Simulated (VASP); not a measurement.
A run of VASP 6.6.1 is set up as follows.

File INCAR:

```
PREC = Accurate
ENCUT = 520
EDIFF = 1E-6
ISMEAR = 0
SIGMA = 0.1
LREAL = Auto
LASPH = T
NELM = 80
ALGO = Normal
ISIF = 2
LWAVE = F
LCHARG = F
GGA = PE
ISYM = 0
NBANDS = 96
```

Contents of KPOINTS:

```
Automatic mesh
0
Gamma
  2 2 2
  0.5 0.5 0.5
```

File POSCAR:

```
Al2TlIn2Ga5P10
1.0
    2.8434192173      2.8395440870      5.6246010948
   -2.8442053959     -2.8470593631      5.6287518222
    8.4918492638     -5.6490911578      2.8165062333
Al P Ga In Tl
2 10 5 2 1
Direct
    0.0985015718      0.5003113917      0.8013670839
    0.4021273124      1.0015415161      0.1973327685
    0.5696166497      0.8926895901      0.6028275081
    0.4555039003      0.3689160685      0.8147144446
    0.9743109344      0.8705606431      0.7993326807
    0.3735658889      0.8726399785      0.0014333947
    0.7694570851      0.8999561984      0.1990404995
    0.6822051026      0.3631721513      0.4036701995
    0.1715900209      0.8967305903      0.4001172606
    0.0812696340      0.3664123181      0.6118079283
    0.8721276049      0.3675437858     -0.0184706983
    0.2994679154      0.3634854752      0.1884194604
    0.1989140573      0.0022090700      0.6034971650
    0.5962583684      0.0006737286      0.8046835539
    1.0007663874      1.0003725291     -0.0047178538
    0.8000194462      0.0034536605      0.4016548532
    0.5003516248      0.5008974711     -0.0031865418
    0.2983169290      0.5038554160      0.4002605561
    0.6938080759      0.5018026902      0.6111645048
    0.9041677516      0.5025110774      0.1898518355
```

Potentials or basis: VASP PAW PBE potentials, release 64 (Al, P, Ga_d, In_d, Tl_d).

Run with:

```bash
$ cat potpaw_PBE.64/Al/POTCAR potpaw_PBE.64/P/POTCAR potpaw_PBE.64/Ga_d/POTCAR potpaw_PBE.64/In_d/POTCAR potpaw_PBE.64/Tl_d/POTCAR > POTCAR
$ mpirun -np 1 vasp_std > vasp.out
```

(1) What does it give for the pressure?

(2) What does it give for the largest force?

(3) What does it give for the band gap on the k mesh?

Results:

(1) 0.0 GPa.

(2) 0.043 eV/Å.

(3) 2.00 eV.

Caveat: spin-orbit coupling is left out, which moves the levels of the heavy elements; a shifted mesh leaves out Γ, where band edges can lie.
